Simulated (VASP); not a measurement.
A run of VASP 6.6.1:

Contents of INCAR:

```
  PREC = Accurate
  ENCUT = 500
  EDIFF = 1E-6
  ISMEAR = -1
  SIGMA = 0.05
  LREAL = False
  LASPH = True
  NELM = 120
  ALGO = Normal
  ISIF = 2
  LWAVE = False
  LCHARG = False
  NBANDS = 10
  GGA_COMPAT = False
```

File KPOINTS:

```
Automatic mesh
0
Gamma
  9 9 9
```

The input POSCAR:

```
K
1.0
    3.0290301768      0.0000000000      0.0000000000
    0.0000000000      3.0290301768      0.0000000000
    0.0000000000      0.0000000000      3.0290301768
K
1
Direct
    0.0000000000      0.0000000000      0.0000000000
```

Potentials or basis: VASP PAW LDA potentials, release 64 (K_sv).

Run with:

```bash
$ cat potpaw_LDA.64/K_sv/POTCAR > POTCAR
$ mpirun -np 1 vasp_std > vasp.out
```

Hardware: 1 thread of AMD EPYC 7R13 (shared host).

Task: Estimate the wall time of this run.

Result: Wall time 8.6 s on 1 thread of AMD EPYC 7R13 (shared host), peak memory 0.1 GiB. Counts: scf iterations 11, k points 35.
